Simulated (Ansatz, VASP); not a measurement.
# One calculation of KCl, two programs

```
CELL_PARAMETERS angstrom
0.00000 3.05050 3.17187
3.05050 0.00000 3.17187
3.05050 3.05050 0.00000
ATOMIC_POSITIONS crystal
K 0.00000 0.00000 0.00000
Cl 0.50000 0.50000 0.50000
```

Change from the starting cell: epitaxial_xy strain -3.0%.

Alike in both runs: task single point; functional r2SCAN; k mesh 8 × 8 × 8; no spin polarisation.

```csv
,VASP,Ansatz
version,VASP 6.6.1,Ansatz 0.2.0
potentials or method,"VASP PAW PBE potentials, release 64 (K_sv, Cl)","plane waves, PAW"
plane-wave cutoff (eV),520,500
occupations,"gaussian, width 0.01 eV",fixed
valence electrons in the cell,16,16
```

Ansatz gave:

* gap on the k mesh at the Fermi level (eV): 6.00
* pressure (GPa): 1.3
* traceless stress, the component that is largest in VASP (GPa): -1.29

Problem. Estimate VASP's values.

Solution. gap on the k mesh at the Fermi level (eV): 6.00; pressure (GPa): 1.3; traceless stress, the component that is largest in VASP (GPa): -1.31.

VASP's potentials were made for PBE, not for r2SCAN.
